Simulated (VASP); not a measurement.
# HfN (rocksalt type) (Fm-3m) in VASP: a series of runs

The runs below take HfN (rocksalt type) through single point, relaxation of cell and atoms, with PBE.

Everything below comes from runs of VASP 6.6.1. Logs are shortened: lines on timing, memory, paths and dates and some standing lists are left out, and cuts for length are marked.

### 1 The cell of the first run

It takes space group Fm-3m (No. 225, cubic). The conventional cell has a = 4.037 Å, b = 4.037 Å, c = 4.037 Å, α = 90.00°, β = 90.00°, γ = 90.00°. Hf (site symmetry m-3m) has 6 N at 2.02 Å within 2.7 Å. Within 2.7 Å of N (site symmetry m-3m) lie 6 Hf at 2.02 Å.

### 2 Single point, PBE

INCAR reads:

```
ALGO     = Normal         # electronic algorithm
EDIFF    = 1E-6           # SCF threshold, eV
ENCUT    = 520            # plane-wave cutoff, eV
GGA      = PE             # functional
ISIF     = 2              # what is computed and relaxed
ISMEAR   = -1             # smearing method
LASPH    = T              # aspherical terms in the spheres
LCHARG   = F              # write CHGCAR
LREAL    = F              # projectors in reciprocal space
LWAVE    = F              # write WAVECAR
NBANDS   = 14             # bands
NELM     = 100            # most SCF steps
PREC     = Accurate       # precision mode
SIGMA    = 0.08           # smearing width, eV
```

KPOINTS reads:

```
k-points
0
Gamma
  17 17 17
```

POSCAR reads:

```
HfN
1.0
    0.0000000000      2.0183701469      2.0183701469
    2.0183701469      0.0000000000      2.0183701469
    2.0183701469      2.0183701469      0.0000000000
Hf N
1 1
Direct
    0.0000000000      0.0000000000      0.0000000000
    0.5000000000      0.5000000000      0.5000000000
```

Potentials or basis: VASP PAW PBE potentials, release 64 (Hf_pv, N).

Command:

```bash
cat potpaw_PBE.64/Hf_pv/POTCAR potpaw_PBE.64/N/POTCAR > POTCAR
mpirun -np 1 vasp_std > vasp.out
```

OUTCAR:

```text
EDIFF = 1E-6
   ENCUT = 520
   GGA = PE
   ISIF = 2
   ISMEAR = -1
   LASPH = T
   LREAL = F
   NELM = 100
   PREC = Accurate

 ion  position               nearest neighbor table
   1  0.000  0.000  0.000-   2 2.02   2 2.02   2 2.02   2 2.02   2 2.02   2 2.02
   2  0.500  0.500  0.500-   1 2.02   1 2.02   1 2.02   1 2.02   1 2.02   1 2.02

  LATTYP: Found a face centered cubic cell.
 ALAT       =     4.0367402938

  Lattice vectors:

 A1 = (   0.0000000000,   2.0183701469,   2.0183701469)
 A2 = (   2.0183701469,   0.0000000000,   2.0183701469)
 A3 = (   2.0183701469,   2.0183701469,   0.0000000000)

Analysis of symmetry for initial positions (statically):
=====================================================================
 Subroutine PRICEL returns:
 Original cell was already a primitive cell.

 Routine SETGRP: Setting up the symmetry group for a
 face centered cubic supercell.

 Subroutine GETGRP returns: Found 48 space group operations
[... 9 lines left out ...]

 Routine SETGRP: Setting up the symmetry group for a
 face centered cubic supercell.

 Subroutine GETGRP returns: Found 48 space group operations
[... 11 lines left out ...]
                                     Primitive cell

  volume of cell :      16.4449

  direct lattice vectors                    reciprocal lattice vectors
     0.000000000  2.018370147  2.018370147    -0.247724631  0.247724631  0.247724631
     2.018370147  0.000000000  2.018370147     0.247724631 -0.247724631  0.247724631
     2.018370147  2.018370147  0.000000000     0.247724631  0.247724631 -0.247724631

  length of vectors
     2.854406436  2.854406436  2.854406436     0.429071647  0.429071647  0.429071647

  position of ions in fractional coordinates (direct lattice)
     0.000000000  0.000000000  0.000000000
     0.500000000  0.500000000  0.500000000

  ion indices of the primitive-cell ions
   primitive index   ion index
                 1           1
                 2           2

----------------------------------------------------------------------------------------

 KPOINTS: k-points

Automatic generation of k-mesh.
 Grid dimensions read from file:
 generate k-points for:   17   17   17

 Generating k-lattice:

  Cartesian coordinates                     Fractional coordinates (reciprocal lattice)
    -0.014572037  0.014572037  0.014572037     0.058823529  0.000000000  0.000000000
     0.014572037 -0.014572037  0.014572037     0.000000000  0.058823529  0.000000000
     0.014572037  0.014572037 -0.014572037     0.000000000  0.000000000  0.058823529

  Length of vectors
     0.025239509  0.025239509  0.025239509

  Shift w.r.t. Gamma in fractional coordinates (k-lattice)
     0.000000000  0.000000000  0.000000000

 Subroutine IBZKPT returns following result:
 ===========================================

 Found    165 irreducible k-points:

 Following reciprocal coordinates:
            Coordinates               Weight
  0.000000  0.000000  0.000000      1.000000
  0.058824  0.000000  0.000000      8.000000
  0.117647  0.000000  0.000000      8.000000
  0.176471  0.000000  0.000000      8.000000
  0.235294  0.000000  0.000000      8.000000
  0.294118  0.000000  0.000000      8.000000
[... 16 lines left out ...]
 -0.176471  0.058824  0.000000     24.000000
 -0.117647  0.058824  0.000000     24.000000
 [... further k-points ...]
   k-points           NKPTS =    165   k-points in BZ     NKDIM =    165   number of bands    NBANDS=     14
   number of dos      NEDOS =    301   number of ions     NIONS =      2
   total plane-waves  NPLWV =  13824
   dimension x,y,z NGX =    24 NGY =   24 NGZ =   24
   dimension x,y,z NGXF=    48 NGYF=   48 NGZF=   48
   ions per type =               1   1
   NGX,Y,Z   is equivalent  to a cutoff of  13.98, 13.98, 13.98 a.u.
   NGXF,Y,Z  is equivalent  to a cutoff of  27.96, 27.96, 27.96 a.u.
 SYSTEM =  unknown system
   PREC   = accura    normal or accurate (medium, high low for compatibility)
   ISTART =      0    job   : 0-new  1-cont  2-samecut
   ICHARG =      2    charge: 1-file 2-atom 10-const
   ISPIN  =      1    spin polarized calculation?
   LNONCOLLINEAR =      F non collinear calculations
   LSORBIT =      F    spin-orbit coupling
   LASPH  =      T    aspherical Exc in radial PAW
   ENCUT  =  520.0 eV  38.22 Ry    6.18 a.u.   5.31  5.31  5.31*2*pi/ulx,y,z
   NELM   =    100;   NELMIN=  2; NELMDL= -5     # of ELM steps
   EDIFF  = 0.1E-05   stopping-criterion for ELM
   LREAL  =      F    real-space projection
   EDIFFG = 0.1E-04   stopping-criterion for IOM
   NSW    =      0    number of steps for IOM
   IBRION =     -1    ionic relax: 0-MD 1-quasi-New 2-CG
   NFREE  =      0    steps in history (QN), initial steepest desc. (CG)
   ISIF   =      2    stress and relaxation
   ISYM   =      2    0-nonsym 1-usesym 2-fastsym
   POTIM  = 0.5000    time-step for ionic-motion
   TEBEG  =    0.0;   TEEND  =   0.0 temperature during run
   PSTRESS=    0.0 pullay stress
   NELECT =      15.0000    total number of electrons
   NUPDOWN=      -1.0000    fix difference up-down
   EMIN   =  10.00;   EMAX   =-10.00  energy-range for DOS
   EFERMI =   0.00;   METHOD = LEGACY
   ISMEAR =    -1;   SIGMA  =   0.08  broadening in eV -4-tet -1-fermi 0-gaus
   EFERMI_NEDOS =   21; number of points for ismear=-14 and -15
   IALGO  =     38    algorithm
   IMIX   =      4    mixing-type and parameters
     AMIX     =   0.40;   BMIX     =  1.00
     AMIX_MAG =   1.60;   BMIX_MAG =  1.00
  volume/ion in A,a.u.               =       8.22        55.49
  Fermi-wavevector in a.u.,A,eV,Ry     =   1.587673  3.000267 34.296288  2.520706
  Thomas-Fermi vector in A             =   2.686794
   LORBIT       =      0    0 simple, 1 ext, 2 COOP (PROOUT), +10 PAW based schemes
   GGA     = PE    functional components
   LHFCALC =     F    Hartree Fock is set to
   AEXX    =    0.0000 exact exchange contribution
   IVDW    =     0    specifies the selected vdW correction
   LEPSILON=     F    determine dielectric tensor
   LRPA    =     F    only Hartree local field effects (RPA)
 non-spin polarized calculation
  energy-cutoff  :      520.00
  volume of cell :       16.44
 maximum number of plane-waves:       459
 NGX is ok and might be reduce to    24
   NGX = 11   NGY = 11   NGZ = 11

 number of electron      15.0000000 magnetization

 Free energy of the ion-electron system (eV)
  ---------------------------------------------------
  ext. energy  EPLUGINS =         0.00000000
  ---------------------------------------------------
  free energy    TOTEN  =       -18.61166547 eV

  energy without entropy =      -18.60249883  energy(sigma->0) =      -18.60708215

 E-fermi :  11.6717     XC(G=0): -14.6053

 val. band max:       11.6658982649   @ k =  -0.1765   0.2941   0.1176
 cond. band min:      11.7076777814   @ k =  -0.3529   0.3529   0.0588
 fundamental gap:      0.0417795165
 Fermi energy:        11.6716667404

 k-point     1 :       0.0000    0.0000    0.0000
  band No.  band energies     occupation
      1     -18.0759      2.00000
      2     -18.0759      2.00000
      3     -18.0759      2.00000
      4      -7.7002      2.00000
      5       8.3774      2.00000
      6       8.3774      2.00000
      7       8.3774      2.00000
      8      11.0054      1.99952
      9      11.0054      1.99952
     10      11.0054      1.99952
     11      14.5285      0.00000
     12      14.5285      0.00000
     13      17.4273      0.00000
     14      22.1063      0.00000

 k-point     2 :       0.0588    0.0000    0.0000
  band No.  band energies     occupation
      1     -18.2123      2.00000
      2     -18.0834      2.00000
      3     -18.0834      2.00000
      4      -7.5179      2.00000
      5       7.9273      2.00000
      6       8.0203      2.00000
      7       8.0203      2.00000
      8      11.1903      1.99514
      9      11.1903      1.99514
     10      11.1967      1.99473
     11      14.9763      0.00000
     12      14.9763      0.00000
     13      17.6642      0.00000
     14      22.5143      0.00000

 k-point     3 :       0.1176    0.0000    0.0000
  band No.  band energies     occupation
      1     -18.5820      2.00000
      2     -18.1051      2.00000
      3     -18.1051      2.00000
      4      -7.0131      2.00000
      5       6.9116      2.00000
      6       7.2185      2.00000
      7       7.2185      2.00000
      8      11.5512      1.63685
      9      11.6630      1.05442
     10      11.6630      1.05441
     11      16.1208      0.00000
     12      16.1208      0.00000
     13      18.3008      0.00000
     14      23.6660      0.00000

 k-point     4 :       0.1765    0.0000    0.0000
  band No.  band energies     occupation
      1     -19.0933      2.00000
      2     -18.1375      2.00000
      3     -18.1375      2.00000
      4      -6.2831      2.00000
      5       5.7059      2.00000
      6       6.3103      2.00000
      7       6.3103      2.00000
      8      11.9498      0.05996
      9      12.3642      0.00035
     10      12.3642      0.00035
     11      17.6488      0.00000
     12      17.6489      0.00000
     13      19.1560      0.00000
     14      25.3716      0.00000

 k-point     5 :       0.2353    0.0000    0.0000
  band No.  band energies     occupation
      1     -19.6495      2.00000
      2     -18.1759      2.00000
      3     -18.1759      2.00000
      4      -5.4314      2.00000
      5       4.4812      2.00000
      6       5.4571      2.00000
      7       5.4571      2.00000
      8      12.4655      0.00010
      9      13.2735      0.00000
     10      13.2735      0.00000
     11      19.3555      0.00000
[... 276 lines left out ...]
 k-point    22 :      -0.2353    0.0588    0.0000
  band No.  band energies     occupation
      1     -19.8323      2.00000
      2     -18.3149      2.00000
      3     -18.1431      2.00000
      4      -5.0760      2.00000
      5       3.8689      2.00000
      6       4.9052      2.00000
      7       5.6780      2.00000
      8      12.4647      0.00010
      9      13.1430      0.00000
     10      14.6573      0.00000
     11      18.6974      0.00000
     12      20.6565      0.00000
     13      20.8874      0.00000
     14      25.5287      0.00000

 k-point    23 :      -0.1765    0.0588    0.0000
  band No.  band energies     occupation
      1     -19.3011      2.00000
      2     -18.2645      2.00000
      3     -18.1060      2.00000
      4      -5.9122      2.00000
      5       4.9949      2.00000
      6       5.6515      2.00000
      7       6.4747      2.00000
      8      11.9466      0.06232
      9      12.2562      0.00134
     10      13.6027      0.00000
     11      17.1865      0.00000
     12      19.1580      0.00000
     13      19.8077      0.00000
     14      25.5327      0.00000

 k-point    24 :      -0.1176    0.0588    0.0000
  band No.  band energies     occupation
      1     -18.7920      2.00000
      2     -18.2073      2.00000
      3     -18.0817      2.00000
      4      -6.6636      2.00000
      5       6.1406      2.00000
      6       6.5061      2.00000
      7       7.2718      2.00000
      8      11.5726      1.55069
      9      11.6028      1.40561
     10      12.6816      0.00001
     11      15.9028      0.00000
     12      17.4956      0.00000
     13      18.8701      0.00000
     14      24.4842      0.00000

 [... further k-points ...]
[... 5 lines left out ...]
  --------------------------------------------------------------------------------------
  -------------------------------------------------------------------------------------
  Total       20.4901636     20.4901636     20.4901636      0.0000000      0.0000000      0.0000000
  in kB     1996.2897171   1996.2897171   1996.2897171      0.0000000      0.0000000      0.0000000
  external PRESSURE =    1996.2897171 kB  Pullay stress =       0.0000000 kB

 VOLUME and BASIS-vectors are now :
 -----------------------------------------------------------------------------
  energy-cutoff  :      520.00
  volume of cell :       16.44
      direct lattice vectors                 reciprocal lattice vectors
     0.000000000  2.018370147  2.018370147    -0.247724631  0.247724631  0.247724631
     2.018370147  0.000000000  2.018370147     0.247724631 -0.247724631  0.247724631
     2.018370147  2.018370147  0.000000000     0.247724631  0.247724631 -0.247724631

 POSITION                                       TOTAL-FORCE (eV/Angst)
 -----------------------------------------------------------------------------------
      0.00000      0.00000      0.00000         0.000000      0.000000      0.000000
      2.01837      2.01837      2.01837        -0.000000      0.000000     -0.000000
 -----------------------------------------------------------------------------------
    total drift:                                0.000000     -0.000000     -0.000000

  FREE ENERGIE OF THE ION-ELECTRON SYSTEM (eV)
  ---------------------------------------------------
  free  energy   TOTEN  =       -18.6116654712 eV

  energy  without entropy=      -18.6024988345  energy(sigma->0) =      -18.60708215
```

It took 26 s on 1 thread of Intel Xeon 6975P-C, shared host; peak memory 0.17 GiB.

Results:

```
Free energy : -18.6117 eV
Pressure    : 199.6 GPa
```

Levels at points of the mesh, in eV from the Fermi level:
```
           k point  band 5  band 6  band 7  band 8  band 9  band 10  band 11  band 12
(0.00, 0.00, 0.00)   -3.29   -3.29   -3.29   -0.67   -0.67    -0.67     2.86     2.86
```

Caveat: spin-orbit coupling is left out, which moves the levels of the heavy elements.

### 3 Single point, PBE

INCAR reads:

```
SYSTEM = HfN
PREC = Accurate ; ENCUT = 520
EDIFF = 1E-6 ; ISMEAR = -1
SIGMA = 0.08 ; LREAL = .FALSE.
LASPH = .TRUE. ; NELM = 80
ALGO = Normal ; ISIF = 2
LWAVE = .FALSE. ; LCHARG = .FALSE.
GGA = PE ; NBANDS = 14
```

KPOINTS reads:

```
regular mesh
0
G
  17 17 17
  0 0 0
```

POSCAR reads:

```
HfN
1.0
    0.0000000000      2.0186621379      2.0186621379
    2.0186621379      0.0000000000      2.0186621379
    2.0186621379      2.0186621379      0.0000000000
Hf N
1 1
Direct
    0.0000000000      0.0000000000      0.0000000000
    0.5000000000      0.5000000000      0.5000000000
```

Potentials or basis: VASP PAW PBE potentials, release 64 (Hf_pv, N).

Command:

```bash
cat potpaw_PBE.64/Hf_pv/POTCAR potpaw_PBE.64/N/POTCAR > POTCAR
mpirun -np 1 vasp_std > vasp.out
```

Run time: 22 s. Hardware: 1 thread of Intel Xeon 6975P-C, shared host; peak memory 0.17 GiB.

Results (log left out):

```yaml
Free_energy: -18.6206 eV
Pressure: 199.2 GPa
```

Levels at points of the mesh, in eV from the Fermi level:
| k point | band 5 | band 6 | band 7 | band 8 | band 9 | band 10 | band 11 | band 12 |
| --- | --- | --- | --- | --- | --- | --- | --- | --- |
| (0.00, 0.00, 0.00) | -3.29 | -3.29 | -3.29 | -0.67 | -0.67 | -0.67 | 2.86 | 2.86 |

Caveat: spin-orbit coupling is left out, which moves the levels of the heavy elements.

### 4 Relaxation of cell and atoms, PBE, target pressure 200 GPa, at which the enthalpy is minimised

INCAR reads:

```
SYSTEM = HfN
PREC = Accurate
ENCUT = 600
EDIFF = 1E-6
ISMEAR = -1
SIGMA = 0.08
LREAL = .FALSE.
LASPH = .TRUE.
NELM = 100
ALGO = Normal
ISIF = 3
LWAVE = .FALSE.
LCHARG = .FALSE.
GGA = PE
IBRION = 2
NSW = 60
EDIFFG = -0.005
PSTRESS = 2000.0
```

KPOINTS is that of step 3.

POSCAR reads:

```
HfN
1.0
    0.0000000000      2.0190749516      2.0190749516
    2.0190749516      0.0000000000      2.0190749516
    2.0190749516      2.0190749516      0.0000000000
Hf N
1 1
Direct
    0.0000000000      0.0000000000      0.0000000000
    0.5000000000      0.5000000000      0.5000000000
```

Command:

```bash
cat potpaw_PBE.64/Hf_pv/POTCAR potpaw_PBE.64/N/POTCAR > POTCAR
mpirun -np 1 vasp_std > vasp.out
```

Run time: 60 s. Hardware: 1 thread of Intel Xeon 6975P-C, shared host; peak memory 0.18 GiB.

Results (log left out):

* Free energy: -18.6041 eV
* Relaxed volume: 8.22 Å³/atom
* Relaxed cell: a = 2.854 Å, b = 2.854 Å, c = 2.854 Å, α = 60.00°, β = 60.00°, γ = 60.00°
* Space group after relaxing (to 0.05 Å): Fm-3m (No. 225)
* Energy change on relaxing (the enthalpy is what falls): +15.6 meV/atom
* Ionic steps: 3
* Pressure after relaxing: 200.0 GPa

The path:
```tsv
step	energy change (eV)	largest force (eV/Å)	pressure (GPa)	volume (Å³)
1	0.0000	0.0000	198.49	16.46
2	0.2351	0.0000	209.88	16.28
3	0.0312	0.0000	200.01	16.44
```

Final structure:
```
Hf N
1.0
     0.00000    2.01805    2.01805
     2.01805    0.00000    2.01805
     2.01805    2.01805    0.00000
Hf N
1 1
Direct
  0.00000 0.00000 0.00000
  0.50000 0.50000 0.50000
```

Levels at points of the mesh, in eV from the Fermi level:
```
           k point  band 4  band 5  band 6  band 7  band 8  band 9  band 10  band 11
(0.00, 0.00, 0.00)  -19.37   -3.29   -3.29   -3.29   -0.67   -0.67    -0.67     2.86
```

Caveat: the cell is relaxed towards a set pressure, so the enthalpy falls and the energy may rise; spin-orbit coupling is left out, which moves the levels of the heavy elements.

(Continued in part 2 of 2.)
